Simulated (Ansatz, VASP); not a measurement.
**BaS: VASP beside Ansatz**

File INCAR:

```
SYSTEM = BaS
ALGO     = Normal         ! electronic algorithm
EDIFF    = 1E-6           ! SCF threshold, eV
ENCUT    = 520            ! plane-wave cutoff, eV
ISIF     = 2              ! what is computed and relaxed
ISMEAR   = -1             ! smearing method
LASPH    = .TRUE.         ! aspherical terms in the spheres
LCHARG   = .TRUE.         ! write CHGCAR
LELF     = .TRUE.         ! ELF
LREAL    = .FALSE.        ! projectors in reciprocal space
LVHAR    = .TRUE.       
LWAVE    = .FALSE.        ! write WAVECAR
NBANDS   = 15             ! bands
NELM     = 60             ! most SCF steps
PREC     = Accurate       ! precision mode
SIGMA    = 0.03           ! smearing width, eV
```

KPOINTS

```
k-points
0
G
  8 8 8
  0 0 0
```

POSCAR

```
BaS
1.0
    0.0000000000      3.1143555674      3.1143555674
    3.1143555674      0.0000000000      3.1143555674
    3.1143555674      3.1143555674      0.0000000000
Ba S
1 1
Direct
    0.0000000000      0.0000000000      0.0000000000
    0.5000000000      0.5000000000      0.5000000000
```

Input for Ansatz:

```yaml
crystal:
  lattice:
    - [0.0, 3.1143555674, 3.1143555674]
    - [3.1143555674, 0.0, 3.1143555674]
    - [3.1143555674, 3.1143555674, 0.0]
  atoms:
    - { symbol: Ba, position: [0.0, 0.0, 0.0] }
    - { symbol: S, position: [0.5, 0.5, 0.5] }
kpoints:
  mp_grid: { grid: [8, 8, 8] }
  band_path:
    path:
      - [0.0, 0.0, 0.0]
      - [0.5, 0.0, 0.5]
      - [0.625, 0.25, 0.625]
      - [0.375, 0.375, 0.75]
      - [0.0, 0.0, 0.0]
      - [0.5, 0.5, 0.5]
      - [0.5, 0.25, 0.75]
      - [0.5, 0.0, 0.5]
    npoints: 6
scf:
  occupations: { method: fermi_dirac, width: 0.03 }
hamiltonian:
  xc: lda
  pseudopotentials: { kind: all_electron, lapw: { basis_error: 0.001 } }
output:
  forces: true
  stress: true
  eigenvalues: true
  populations: true
```

Change from the starting cell: volume scaled by 0.9, LAPW.

Alike in both runs: task single point; functional LDA; k mesh 8 × 8 × 8; occupations fermi-dirac, width 0.03 eV; no spin polarisation.

|  | VASP | Ansatz |
| --- | --- | --- |
| version | VASP 6.6.1 | Ansatz 0.2.0 |
| potentials or method | VASP PAW LDA potentials, release 64 (Ba_sv, S), cutoff 520 eV | all-electron LAPW, scalar-relativistic |

|  | VASP | Ansatz | Ansatz less VASP |
| --- | --- | --- | --- |
| gap on the k mesh at the Fermi level (eV) | 1.75 | 1.88 | +0.124 |
| pressure (GPa) | 1.9 | 1.1 | -0.84 |

LDA's correlation is that of Perdew and Zunger in VASP and of Perdew and Wang (1992) in Ansatz. Ansatz ran all-electron here, and VASP with PAW potentials.

Neither program's run includes spin-orbit coupling.
